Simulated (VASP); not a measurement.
# Na2Al2O (P4/mmm) in VASP: a series of runs, part 2 of 2

VASP 6.6.1. Earlier steps stand in the parts before.

## 3. Single point, PBE

This run uses another cell than the first one, of 21.87 Å³/atom, 0.997 times its volume.

File INCAR:

```
PREC = Accurate
ENCUT = 520
EDIFF = 1E-7
ISMEAR = 0
SIGMA = 0.1
LREAL = F
LASPH = T
NELM = 100
ALGO = Normal
ISIF = 2
LWAVE = F
LCHARG = F
GGA = PE
NBANDS = 21
```

File KPOINTS:

```
regular mesh
0
Gamma
  6 6 2
```

File POSCAR:

```
Na2Al2O
1.0
    3.5211221723      0.0000000000      0.0000000000
    0.0000000000      3.5211221723      0.0000000000
    0.0000000000      0.0000000000      8.8181979508
Na Al O
2 2 1
Direct
    0.0000000000      0.0000000000      0.6376256817
    0.0000000000      0.0000000000      0.3623743183
    0.0000000000      0.5000000000      0.0000000000
    0.5000000000      0.0000000000      0.0000000000
    0.5000000000      0.5000000000      0.5000000000
```

Potentials or basis: VASP PAW PBE potentials, release 64 (Na_pv, Al, O).

On the command line:

```
> cat potpaw_PBE.64/Na_pv/POTCAR potpaw_PBE.64/Al/POTCAR potpaw_PBE.64/O/POTCAR > POTCAR
> mpirun -np 1 vasp_std > vasp.out
```

OUTCAR:

```text
PREC = Accurate
   ENCUT = 520
   EDIFF = 1E-7
   ISMEAR = 0
   LREAL = F
   LASPH = T
   NELM = 100
   ISIF = 2
   GGA = PE

 ion  position               nearest neighbor table
   1  0.000  0.000  0.638-   2 2.43
   2  0.000  0.000  0.362-   1 2.43
   3  0.000  0.500  0.000-   4 2.49   4 2.49   4 2.49   4 2.49
   4  0.500  0.000  0.000-   3 2.49   3 2.49   3 2.49   3 2.49
   5  0.500  0.500  0.500-
[... 675 lines left out ...]

  FORCE on cell =-STRESS in cart. coord.  units (eV):
  Direction    XX          YY          ZZ          XY          YZ          ZX
  --------------------------------------------------------------------------------------
  -------------------------------------------------------------------------------------
  Total        0.0655084      0.0655084      0.1040994      0.0000000      0.0000000      0.0000000
  in kB        0.9599872      0.9599872      1.5255153      0.0000000      0.0000000      0.0000000
  external PRESSURE =       1.1484966 kB  Pullay stress =       0.0000000 kB

 VOLUME and BASIS-vectors are now :
 -----------------------------------------------------------------------------
  energy-cutoff  :      520.00
  volume of cell :      109.33
      direct lattice vectors                 reciprocal lattice vectors
     3.521122172  0.000000000  0.000000000     0.284000370  0.000000000  0.000000000
     0.000000000  3.521122172  0.000000000     0.000000000  0.284000370  0.000000000
     0.000000000  0.000000000  8.818197951     0.000000000  0.000000000  0.113401854

 POSITION                                       TOTAL-FORCE (eV/Angst)
 -----------------------------------------------------------------------------------
      0.00000      0.00000      5.62271         0.000000      0.000000      0.026154
      0.00000      0.00000      3.19549        -0.000000      0.000000     -0.026154
      0.00000      1.76056      0.00000         0.000000     -0.000000     -0.000000
      1.76056      0.00000      0.00000         0.000000     -0.000000     -0.000000
      1.76056      1.76056      4.40910         0.000000     -0.000000     -0.000000
 -----------------------------------------------------------------------------------
    total drift:                               -0.000000     -0.000000      0.000000

  FREE ENERGIE OF THE ION-ELECTRON SYSTEM (eV)
  ---------------------------------------------------
  free  energy   TOTEN  =       -15.4621068139 eV

  energy  without entropy=      -15.4414991496  energy(sigma->0) =      -15.45180298
```

OSZICAR:

```text
N       E                     dE             d eps       ncg     rms          rms(c)
DAV:   1     0.198224860855E+03    0.19822E+03   -0.12394E+04   840   0.119E+03
[... 13 lines left out ...]
DAV:  15    -0.154630953186E+02    0.27564E-03   -0.81199E-04   956   0.116E-01    0.287E-01
DAV:  16    -0.154621809113E+02    0.91441E-03   -0.16106E-03   968   0.850E-02    0.619E-02
DAV:  17    -0.154622305679E+02   -0.49657E-04   -0.30089E-05   960   0.266E-02    0.874E-02
DAV:  18    -0.154621059575E+02    0.12461E-03   -0.16901E-04   930   0.286E-02    0.135E-02
DAV:  19    -0.154621062888E+02   -0.33134E-06   -0.93669E-06  1073   0.115E-02    0.321E-03
DAV:  20    -0.154621067867E+02   -0.49794E-06   -0.11837E-06   955   0.459E-03    0.192E-03
DAV:  21    -0.154621068139E+02   -0.27198E-07   -0.30601E-07   937   0.245E-03
   1 F= -.15462107E+02 E0= -.15451803E+02  d E =-.206077E-01
```

Run time: 29 s. Hardware: 1 thread of Intel Xeon 6975P-C (Granite Rapids), shared host; peak memory 0.23 GiB.

What came out:

```yaml
Free_energy: -15.4621 eV
Pressure: 0.1 GPa
Largest_force: 0.026 eV/Å
Band_gap_on_the_k_mesh: zero (band 13 reaches 2.93 eV, above the bottom of band 14 at 1.27 eV)
```

Forces in eV/Å, atoms in the order of the input:
```
Na   0.000  0.000  0.026
Na   0.000  0.000 -0.026
Al   0.000  0.000  0.000
Al   0.000  0.000  0.000
O    0.000  0.000  0.000
```

Levels at points of the mesh, in eV from the Fermi level:
```csv
k point,band 9,band 10,band 11,band 12,band 13,band 14,band 15,band 16,band 17,band 18
"(0.00, 0.00, 0.00)",-2.95,-0.64,-0.06,-0.06,1.19,1.25,1.25,3.15,4.58,5.45
"(0.50, 0.00, 0.00)",-5.96,-1.54,-0.78,-0.09,0.04,0.53,3.73,3.80,4.13,4.46
"(0.50, 0.50, 0.00)",-3.31,-2.93,-2.93,-1.08,-1.08,-0.31,2.32,2.32,3.32,3.97
"(0.00, 0.00, 0.50)",-2.83,-1.12,-0.06,-0.06,1.25,1.25,2.55,3.11,3.18,4.59
"(0.50, 0.00, 0.50)",-5.96,-1.62,-0.53,0.04,0.07,0.13,3.73,3.80,4.20,4.83
"(0.50, 0.50, 0.50)",-3.31,-2.93,-2.93,-1.10,-1.10,-0.28,2.38,2.38,3.25,3.81
```

## 4. Relaxation of cell and atoms, PBE

This run uses another cell than the first one, of 21.87 Å³/atom, 0.997 times its volume.

File INCAR:

```
SYSTEM = Na2Al2O
PREC = Accurate ; ENCUT = 600
EDIFF = 1E-7 ; ISMEAR = 0
SIGMA = 0.1 ; LREAL = .FALSE.
LASPH = .TRUE. ; NELM = 100
ALGO = Normal ; ISIF = 3
LWAVE = .FALSE. ; LCHARG = .FALSE.
GGA = PE ; IBRION = 2
NSW = 90 ; EDIFFG = -0.04
```

File KPOINTS:

```
Automatic mesh
0
G
  6 6 2
  0 0 0
```

POSCAR is that of step 3.

Potentials or basis: VASP PAW PBE potentials, release 64 (Na_pv, Al, O).

On the command line:

```
> cat potpaw_PBE.64/Na_pv/POTCAR potpaw_PBE.64/Al/POTCAR potpaw_PBE.64/O/POTCAR > POTCAR
> mpirun -np 1 vasp_std > vasp.out
```

OUTCAR:

```text
SYSTEM = Na2Al2O
   PREC = Accurate
   ENCUT = 600
   EDIFF = 1E-7
   ISMEAR = 0
   LREAL = .FALSE.
   LASPH = .TRUE.
   NELM = 100
   ISIF = 3
   GGA = PE
   IBRION = 2
   NSW = 90
   EDIFFG = -0.04

 ion  position               nearest neighbor table
   1  0.000  0.000  0.638-   2 2.43
   2  0.000  0.000  0.362-   1 2.43
   3  0.000  0.500  0.000-   4 2.49   4 2.49   4 2.49   4 2.49
   4  0.500  0.000  0.000-   3 2.49   3 2.49   3 2.49   3 2.49
   5  0.500  0.500  0.500-

  LATTYP: Found a simple tetragonal cell.
 ALAT       =     3.5211221723
 C/A-ratio  =     2.5043714814

  Lattice vectors:

 A1 = (   3.5211221723,   0.0000000000,   0.0000000000)
 A2 = (   0.0000000000,   3.5211221723,   0.0000000000)
 A3 = (   0.0000000000,   0.0000000000,   8.8181979508)

Analysis of symmetry for initial positions (statically):
=====================================================================
 Subroutine PRICEL returns:
 Original cell was already a primitive cell.

 Routine SETGRP: Setting up the symmetry group for a
 simple tetragonal supercell.

 Subroutine GETGRP returns: Found 16 space group operations
 (whereof 16 operations were pure point group operations)
 out of a pool of 16 trial point group operations.

The static configuration has the point symmetry D_4h.

Analysis of symmetry for dynamics (positions and initial velocities):
=====================================================================
 Subroutine PRICEL returns:
 Original cell was already a primitive cell.

 Routine SETGRP: Setting up the symmetry group for a
 simple tetragonal supercell.

 Subroutine GETGRP returns: Found 16 space group operations
 (whereof 16 operations were pure point group operations)
[... 121 lines left out ...]
   IMIX   =      4    mixing-type and parameters
     AMIX     =   0.40;   BMIX     =  1.00
     AMIX_MAG =   1.60;   BMIX_MAG =  1.00
  volume/ion in A,a.u.               =      21.87       147.56
  Fermi-wavevector in a.u.,A,eV,Ry     =   1.014266  1.916685 13.996801  1.028736
  Thomas-Fermi vector in A             =   2.147484
   LORBIT       =      0    0 simple, 1 ext, 2 COOP (PROOUT), +10 PAW based schemes
   GGA     = PE    functional components
   LHFCALC =     F    Hartree Fock is set to
   AEXX    =    0.0000 exact exchange contribution
   IVDW    =     0    specifies the selected vdW correction
   LEPSILON=     F    determine dielectric tensor
   LRPA    =     F    only Hartree local field effects (RPA)
 conjugate gradient relaxation of ions
 non-spin polarized calculation
 Gauss-broadening in eV      SIGMA  =   0.10
  energy-cutoff  :      600.00
  volume of cell :      109.33
 maximum number of plane-waves:      3670
   NGX = 15   NGY = 15   NGZ = 35

 number of electron      25.9999982 magnetization

 Free energy of the ion-electron system (eV)
  ---------------------------------------------------
  ext. energy  EPLUGINS =         0.00000000
  ---------------------------------------------------
  free energy    TOTEN  =       -15.46317673 eV

  energy without entropy =      -15.44255357  energy(sigma->0) =      -15.45286515

 E-fermi :   1.6856     XC(G=0):  -8.0217

 val. band max:        1.6476547296   @ k =   0.1667   0.0000   0.5000
 cond. band min:       1.6998453751   @ k =   0.3333   0.0000   0.0000
 fundamental gap:      0.0521906456
 Fermi energy:         1.6856135882

 k-point     1 :       0.0000    0.0000    0.0000
  band No.  band energies     occupation
      1     -22.0163      2.00000
      2     -21.6995      2.00000
      3     -21.6995      2.00000
      4     -21.6551      2.00000
      5     -21.6507      2.00000
      6     -21.6507      2.00000
[... 377 lines left out ...]
      4     -21.6765      2.00000
      5     -21.6765      2.00000
      6     -21.6503      2.00000
[... 9 lines left out ...]
     16       4.0619      0.00000
     17       4.9350      0.00000

------------------------ aborting loop because EDIFF is reached ----------------------------------------

  FORCE on cell =-STRESS in cart. coord.  units (eV):
  Direction    XX          YY          ZZ          XY          YZ          ZX
  --------------------------------------------------------------------------------------
  -------------------------------------------------------------------------------------
  Total        0.0485735      0.0485735      0.0875715      0.0000000      0.0000000     -0.0000000
  in kB        0.7118164      0.7118164      1.2833098      0.0000000      0.0000000     -0.0000000
  external PRESSURE =       0.9023142 kB  Pullay stress =       0.0000000 kB

 VOLUME and BASIS-vectors are now :
 -----------------------------------------------------------------------------
  energy-cutoff  :      600.00
  volume of cell :      109.33
      direct lattice vectors                 reciprocal lattice vectors
     3.521122172  0.000000000  0.000000000     0.284000370  0.000000000  0.000000000
     0.000000000  3.521122172  0.000000000     0.000000000  0.284000370  0.000000000
     0.000000000  0.000000000  8.818197951     0.000000000  0.000000000  0.113401854

 POSITION                                       TOTAL-FORCE (eV/Angst)
 -----------------------------------------------------------------------------------
      0.00000      0.00000      5.62271         0.000000     -0.000000      0.026192
      0.00000      0.00000      3.19549        -0.000000     -0.000000     -0.026192
      0.00000      1.76056      0.00000         0.000000      0.000000      0.000000
      1.76056      0.00000      0.00000         0.000000      0.000000      0.000000
      1.76056      1.76056      4.40910         0.000000      0.000000      0.000000
 -----------------------------------------------------------------------------------
    total drift:                               -0.000000     -0.000000      0.000000

  FREE ENERGIE OF THE ION-ELECTRON SYSTEM (eV)
  ---------------------------------------------------
  free  energy   TOTEN  =       -15.4631767341 eV

  energy  without entropy=      -15.4425535667  energy(sigma->0) =      -15.45286515

 reached required accuracy - stopping structural energy minimisation
```

OSZICAR:

```text
N       E                     dE             d eps       ncg     rms          rms(c)
DAV:   1     0.200948127581E+03    0.20095E+03   -0.13567E+04   680   0.162E+03
DAV:   2     0.583363195973E+01   -0.19511E+03   -0.19204E+03   778   0.372E+02
DAV:   3    -0.190050149290E+02   -0.24839E+02   -0.24059E+02   850   0.119E+02
[... 14 lines left out ...]
DAV:  18    -0.154631964398E+02    0.11703E-04   -0.20893E-05   818   0.228E-02    0.305E-02
DAV:  19    -0.154631855261E+02    0.10914E-04   -0.76820E-05   875   0.245E-02    0.191E-02
DAV:  20    -0.154631776743E+02    0.78518E-05   -0.89447E-06   700   0.117E-02    0.854E-03
DAV:  21    -0.154631766512E+02    0.10231E-05   -0.38438E-06   767   0.676E-03    0.176E-03
DAV:  22    -0.154631767341E+02   -0.82842E-07   -0.39500E-07   625   0.245E-03
   1 F= -.15463177E+02 E0= -.15452865E+02  d E =-.154632E+02
```

CONTCAR:

```text
Na2Al2O
   1.00000000000000
     3.5211221723000001    0.0000000000000000    0.0000000000000000
     0.0000000000000000    3.5211221723000001    0.0000000000000000
     0.0000000000000000    0.0000000000000000    8.8181979508000001
  Na              Al              O
     2     2     1
Direct
     0.0000000000000000    0.0000000000000000    0.6376256817000012
     0.0000000000000000    0.0000000000000000    0.3623743182999988
     0.0000000000000000    0.5000000000000000    0.0000000000000000
     0.5000000000000000    0.0000000000000000    0.0000000000000000
     0.5000000000000000    0.5000000000000000    0.5000000000000000

  0.00000000E+00  0.00000000E+00  0.00000000E+00
  0.00000000E+00  0.00000000E+00  0.00000000E+00
  0.00000000E+00  0.00000000E+00  0.00000000E+00
  0.00000000E+00  0.00000000E+00  0.00000000E+00
  0.00000000E+00  0.00000000E+00  0.00000000E+00
```

It took 30 s on 1 thread of Intel Xeon 6975P-C (Granite Rapids), shared host; peak memory 0.23 GiB.

What came out:

```yaml
Free_energy: -15.4632 eV
Pressure_after_relaxing: 0.1 GPa
Largest_force_after_relaxing: 0.026 eV/Å
Band_gap_on_the_k_mesh: zero (band 13 reaches 2.93 eV, above the bottom of band 14 at 1.27 eV)
```

Forces on the atoms (eV/Å):
```
Na   0.000  0.000  0.026
Na   0.000  0.000 -0.026
Al   0.000  0.000  0.000
Al   0.000  0.000  0.000
O    0.000  0.000  0.000
```

Final structure:
```
CELL_PARAMETERS angstrom
3.52112 0.00000 0.00000
0.00000 3.52112 0.00000
0.00000 0.00000 8.81820
ATOMIC_POSITIONS crystal
Na 0.00000 0.00000 0.63763
Na 0.00000 0.00000 0.36237
Al 0.00000 0.50000 0.00000
Al 0.50000 0.00000 0.00000
O 0.50000 0.50000 0.50000
```

Caveat: the relaxation stopped at its first step, so nothing moved.

## 5. Overview

```tsv
task	spin	cell	k mesh	cutoff (eV)	gap on the mesh (eV)	pressure (GPa)	largest force (eV/Å)
single point	collinear, ferromagnetic start	a = 3.517, b = 3.517, c = 8.865 Å, 5 atoms	10 × 10 × 4	520	none	-0.1	0.07
single point	off	a = 3.521, b = 3.521, c = 8.818 Å, 5 atoms	6 × 6 × 2	520	none	0.1	0.03
relaxation of cell and atoms	off	relaxed from a = 3.521, b = 3.521, c = 8.818 Å, 5 atoms	6 × 6 × 2	600	none	0.1	0.03
```

Alike in all rows: level PBE; potentials or basis VASP PAW PBE potentials, release 64 (Na_pv, Al, O); smearing gaussian 0.1 eV.

Caveats: the relaxation stopped at its first step, so nothing moved (some runs).

Total energies depend on the potentials used, so only differences within one code and one set of settings carry meaning.
